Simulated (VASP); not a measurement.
BeCr2:

```
CELL_PARAMETERS angstrom
3.14527 0.00000 0.00000
-1.57263 2.72388 0.00000
0.00000 0.00000 3.39605
ATOMIC_POSITIONS crystal
Be 0.00000 0.00000 0.00000
Cr 0.33333 0.66667 0.50000
Cr 0.66667 0.33333 0.50000
```

```yaml
Program: VASP 6.6.1
Task: relaxation of cell and atoms
Functional: r2SCAN
Potentials_or_basis: VASP PAW PBE potentials, release 64 (Be, Cr_pv)
Cutoff: 600 eV
k_mesh: 6 × 6 × 6
Occupations: gaussian, width 0.1 eV
Spin: no spin polarisation
```

At the start: pressure 90.7 GPa; volume 9.70 Å³/atom.

Q: How do energy, volume and symmetry change on relaxing?

A: Over 13 steps the energy falls by 1887.4 meV/atom and the volume is 10.65 Å³/atom (+9.8 %); space group P6/mmm (No. 191, to 0.1 Å) before and after.

The path:
```tsv
step	energy change (eV)	largest force (eV/Å)	pressure (GPa)	volume (Å³)
1	0.0000	0.0000	90.73	29.10
2	-0.6550	0.0000	-32.34	57.51
3	-3.0880	0.0000	-11.84	40.92
4	-3.0932	0.0000	-10.48	40.52
5	-4.1031	0.0000	-14.00	37.89
6	-3.0737	0.0000	74.78	26.92
7	-4.5541	0.0000	-13.18	36.21
8	-5.6622	0.0000	-0.64	31.98
9	-5.6589	0.0000	0.99	31.77
10	-5.6615	0.0000	-1.06	32.13
11	-5.6620	0.0000	-0.55	32.03
12	-5.6619	0.0000	0.58	31.87
13	-5.6622	0.0000	-0.08	31.96
```

Final structure:
```
Be Cr
1.0
     3.97453    0.00000    0.00000
    -1.98726    3.44204    0.00000
     0.00000    0.00000    2.33586
Be Cr
1 2
Cartesian
  0.0000 0.0000 0.0000
  0.0000 2.2947 1.1679
  1.9873 1.1473 1.1679
```

Caveat: the k points lie up to 0.45 Å⁻¹ apart in the final cell, too coarse for converged energies and pressures of a metal; a cell axis changed by over 15 % at a fixed basis, so the end point is rough; the PAW data sets were made with another functional, which shifts forces and pressure a little; the run has no spin polarisation, though such a crystal can be magnetic.
